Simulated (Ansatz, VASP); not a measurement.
## One calculation of Sn, two programs

```
Sn
1.0
     0.00000    3.23808    3.23808
     3.23808    0.00000    3.23808
     3.23808    3.23808    0.00000
Sn
2
Direct
  0.50000 0.50000 0.50000
  0.75000 0.75000 0.75000
```

Alike in both runs: task single point; functional LDA; k mesh 14 × 14 × 14; occupations fermi-dirac, width 0.1 eV; no spin polarisation.

|  | VASP | Ansatz |
| --- | --- | --- |
| version | VASP 6.6.1 | Ansatz 0.2.0 |
| potentials or method | VASP PAW LDA potentials, release 64 (Sn_d), cutoff 520 eV | plane waves (420 eV) with PAW, scalar-relativistic |
| valence electrons in the cell | 28 | 28 |

|  | VASP | Ansatz | Ansatz less VASP |
| --- | --- | --- | --- |
| pressure (GPa) | 0.0 | 0.0 | 0.00 |

Ansatz warns that its potentials were made for another functional, while VASP's fit it. LDA's correlation is that of Perdew and Zunger in VASP and of Perdew and Wang (1992) in Ansatz.
